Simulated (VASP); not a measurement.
# ScGa5S (P222) in VASP: single point with PBE

Aim: the single point of ScGa5S with PBE.

Everything below comes from runs of VASP 6.6.1. Logs are shortened: lines on timing, memory, paths and dates and some standing lists are left out, and cuts for length are marked.

**1. The cell of the first run**

The structure is orthorhombic, space group P222 (No. 16). Conventional cell: a = 4.380 Å, b = 4.934 Å, c = 6.840 Å, α = 90.00°, β = 90.00°, γ = 90.00°. Sc (site symmetry 222) has 2 S at 2.47 Å and 4 Ga at 3.01 Å within 3.3 Å. Ga (site symmetry 1) has 5 Ga at 2.48 to 3.13 Å and 1 Sc at 3.01 Å and 1 S at 3.03 Å within 3.3 Å. Within 3.5 Å of Ga (site symmetry 222) lie 8 Ga at 2.68 to 3.13 Å and 2 S at 3.42 Å. Within 3.3 Å of S (site symmetry 222) lie 2 Sc at 2.47 Å and 4 Ga at 3.03 Å.

**2. Single point, PBE**

Contents of INCAR:

```
SYSTEM = ScGa5S
ALGO = Normal
EDIFF = 1E-7
ENCUT = 520
GGA = PE
ISIF = 2
ISMEAR = 0
LASPH = .True.
LCHARG = .False.
LREAL = .False.
LWAVE = .False.
NBANDS = 50
NELM = 80
PREC = Accurate
SIGMA = 0.2
```

Contents of KPOINTS:

```
k-points
0
Gamma
  4 4 3
  0 0 0
```

Contents of POSCAR:

```
ScGa5S
1.0
    4.3796529571      0.0000000000      0.0000000000
    0.0000000000      4.9341792000      0.0000000000
    0.0000000000      0.0000000000      6.8402800065
Sc Ga S
1 5 1
Direct
    0.0000000000      0.0000000000      0.5000000000
    0.5669959237      0.7553706770      0.2073950201
    0.4330040763      0.7553706770      0.7926049799
    0.4330040763      0.2446293230      0.2073950201
    0.5669959237      0.2446293230      0.7926049799
    0.0000000000      0.5000000000      0.0000000000
    0.0000000000      0.5000000000      0.5000000000
```

Potentials or basis: VASP PAW PBE potentials, release 64 (Sc_sv, Ga_d, S).

The run is started by

```console
cat potpaw_PBE.64/Sc_sv/POTCAR potpaw_PBE.64/Ga_d/POTCAR potpaw_PBE.64/S/POTCAR > POTCAR
mpirun -np 1 vasp_std > vasp.out
```

OUTCAR:

```text
SYSTEM = ScGa5S
   EDIFF = 1E-7
   ENCUT = 520
   GGA = PE
   ISIF = 2
   ISMEAR = 0
   LASPH = .True.
   LREAL = .False.
   NELM = 80
   PREC = Accurate

 ion  position               nearest neighbor table
   1  0.000  0.000  0.500-   7 2.47   7 2.47   4 3.01   5 3.01   2 3.01   3 3.01
   2  0.567  0.755  0.207-   4 2.48   4 2.59   6 2.68   3 2.90   1 3.01
   3  0.433  0.755  0.793-   5 2.48   5 2.59   6 2.68   2 2.90   1 3.01
   4  0.433  0.245  0.207-   2 2.48   2 2.59   6 2.68   5 2.90   1 3.01
   5  0.567  0.245  0.793-   3 2.48   3 2.59   6 2.68   4 2.90   1 3.01
   6  0.000  0.500  0.000-   2 2.68   3 2.68   4 2.68   5 2.68
   7  0.000  0.500  0.500-   1 2.47   1 2.47

  LATTYP: Found a simple orthorhombic cell.
 ALAT       =     4.3796529571
 B/A-ratio  =     1.1266141971
 C/A-ratio  =     1.5618315135

  Lattice vectors:

 A1 = (   4.3796529571,   0.0000000000,   0.0000000000)
 A2 = (   0.0000000000,   4.9341792000,   0.0000000000)
 A3 = (   0.0000000000,   0.0000000000,   6.8402800065)

Analysis of symmetry for initial positions (statically):
=====================================================================
 Subroutine PRICEL returns:
 Original cell was already a primitive cell.

 Routine SETGRP: Setting up the symmetry group for a
 simple orthorhombic supercell.

 Subroutine GETGRP returns: Found  4 space group operations
 (whereof  4 operations were pure point group operations)
 out of a pool of  8 trial point group operations.

The static configuration has the point symmetry D_2 .

Analysis of symmetry for dynamics (positions and initial velocities):
=====================================================================
 Subroutine PRICEL returns:
 Original cell was already a primitive cell.

 Routine SETGRP: Setting up the symmetry group for a
 simple orthorhombic supercell.

 Subroutine GETGRP returns: Found  4 space group operations
 (whereof  4 operations were pure point group operations)
 out of a pool of  8 trial point group operations.

The dynamic configuration has the point symmetry D_2 .

 Subroutine INISYM returns: Found  4 space group operations
 (whereof  4 operations are pure point group operations),
 and found     1 'primitive' translations

----------------------------------------------------------------------------------------

                                     Primitive cell

[... 95 lines left out ...]
   EDIFFG = 0.1E-05   stopping-criterion for IOM
   NSW    =      0    number of steps for IOM
   IBRION =     -1    ionic relax: 0-MD 1-quasi-New 2-CG
   NFREE  =      0    steps in history (QN), initial steepest desc. (CG)
   ISIF   =      2    stress and relaxation
   ISYM   =      2    0-nonsym 1-usesym 2-fastsym
   POTIM  = 0.5000    time-step for ionic-motion
   TEBEG  =    0.0;   TEEND  =   0.0 temperature during run
   PSTRESS=    0.0 pullay stress
   NELECT =      82.0000    total number of electrons
   NUPDOWN=      -1.0000    fix difference up-down
   EMIN   =  10.00;   EMAX   =-10.00  energy-range for DOS
   EFERMI =   0.00;   METHOD = LEGACY
   ISMEAR =     0;   SIGMA  =   0.20  broadening in eV -4-tet -1-fermi 0-gaus
   EFERMI_NEDOS =   21; number of points for ismear=-14 and -15
   IALGO  =     38    algorithm
   IMIX   =      4    mixing-type and parameters
     AMIX     =   0.40;   BMIX     =  1.00
     AMIX_MAG =   1.60;   BMIX_MAG =  1.00
  volume/ion in A,a.u.               =      21.12       142.50
  Fermi-wavevector in a.u.,A,eV,Ry     =   1.345148  2.541960 24.618683  1.809422
  Thomas-Fermi vector in A             =   2.473084
   LORBIT       =      0    0 simple, 1 ext, 2 COOP (PROOUT), +10 PAW based schemes
   GGA     = PE    functional components
   LHFCALC =     F    Hartree Fock is set to
   AEXX    =    0.0000 exact exchange contribution
   IVDW    =     0    specifies the selected vdW correction
   LEPSILON=     F    determine dielectric tensor
   LRPA    =     F    only Hartree local field effects (RPA)
 non-spin polarized calculation
 Gauss-broadening in eV      SIGMA  =   0.20
  energy-cutoff  :      520.00
  volume of cell :      147.82
 maximum number of plane-waves:      4008
 NGX is ok and might be reduce to    36
   NGX = 17   NGY = 19   NGZ = 25

 number of electron      82.0000001 magnetization

 Free energy of the ion-electron system (eV)
  ---------------------------------------------------
  ext. energy  EPLUGINS =         0.00000000
  ---------------------------------------------------
  free energy    TOTEN  =       -26.02672688 eV

  energy without entropy =      -25.96809736  energy(sigma->0) =      -25.99741212

 E-fermi :   4.5248     XC(G=0): -10.2206

 val. band max:        4.5098190375   @ k =   0.0000   0.0000   0.0000
 cond. band min:       4.5570949427   @ k =   0.2500   0.0000   0.0000
 fundamental gap:      0.0472759052
 Fermi energy:         4.5248005759

 k-point     1 :       0.0000    0.0000    0.0000
  band No.  band energies     occupation
      1     -45.3914      2.00000
      2     -24.0666      2.00000
      3     -24.0402      2.00000
      4     -24.0066      2.00000
      5     -10.6015      2.00000
      6     -10.5694      2.00000
[... 943 lines left out ...]
     49       8.6971      0.00000
     50       9.9892      0.00000

------------------------ aborting loop because EDIFF is reached ----------------------------------------

  FORCE on cell =-STRESS in cart. coord.  units (eV):
  Direction    XX          YY          ZZ          XY          YZ          ZX
  --------------------------------------------------------------------------------------
  -------------------------------------------------------------------------------------
  Total       -0.2909929      0.4004806      0.5559630      0.0000000      0.0000000      0.0000000
  in kB       -3.1540199      4.3407377      6.0259836      0.0000000      0.0000000      0.0000000
  external PRESSURE =       2.4042338 kB  Pullay stress =       0.0000000 kB

 VOLUME and BASIS-vectors are now :
 -----------------------------------------------------------------------------
  energy-cutoff  :      520.00
  volume of cell :      147.82
      direct lattice vectors                 reciprocal lattice vectors
     4.379652957  0.000000000  0.000000000     0.228328594  0.000000000  0.000000000
     0.000000000  4.934179200  0.000000000     0.000000000  0.202667953  0.000000000
     0.000000000  0.000000000  6.840280006     0.000000000  0.000000000  0.146192846

 POSITION                                       TOTAL-FORCE (eV/Angst)
 -----------------------------------------------------------------------------------
      0.00000      0.00000      3.42014         0.000000     -0.000000      0.000000
      2.48325      3.72713      1.41864         0.035080     -0.045177      0.025477
      1.89641      3.72713      5.42164        -0.035080     -0.045177     -0.025477
      1.89641      1.20704      1.41864        -0.035080      0.045177      0.025477
      2.48325      1.20704      5.42164         0.035080      0.045177     -0.025477
      0.00000      2.46709      0.00000         0.000000     -0.000000      0.000000
      0.00000      2.46709      3.42014         0.000000     -0.000000      0.000000
 -----------------------------------------------------------------------------------
    total drift:                               -0.000000      0.000000      0.000000

  FREE ENERGIE OF THE ION-ELECTRON SYSTEM (eV)
  ---------------------------------------------------
  free  energy   TOTEN  =       -26.0267268836 eV

  energy  without entropy=      -25.9680973648  energy(sigma->0) =      -25.99741212
```

It took 94 s on 1 thread of Intel Xeon 6975P-C (Granite Rapids), shared host; peak memory 0.32 GiB.

What came out:

```yaml
Free_energy: -26.0267 eV
Pressure: 0.2 GPa
Largest_force: 0.063 eV/Å
Band_gap_on_the_k_mesh: zero (band 41 reaches 4.75 eV, above the bottom of band 42 at 3.87 eV)
```

Forces in eV/Å, atoms in the order of the input:
```
Sc   0.000  0.000  0.000
Ga   0.035 -0.045  0.025
Ga  -0.035 -0.045 -0.025
Ga  -0.035  0.045  0.025
Ga   0.035  0.045 -0.025
Ga   0.000  0.000  0.000
S    0.000  0.000  0.000
```

Levels at points of the mesh, in eV from the Fermi level:
```csv
k point,band 38,band 39,band 40,band 41,band 42,band 43,band 44,band 45
"(0.00, 0.00, 0.00)",-1.88,-1.47,-0.74,-0.34,-0.32,-0.02,0.89,1.21
"(0.50, 0.00, 0.00)",-2.43,-0.78,-0.50,0.23,0.26,0.30,0.62,0.66
"(0.00, 0.50, 0.00)",-1.89,-1.58,-0.20,0.20,0.83,0.95,1.38,1.95
"(0.50, 0.50, 0.00)",-4.02,-2.41,-1.28,-0.43,1.34,1.86,1.98,2.04
```
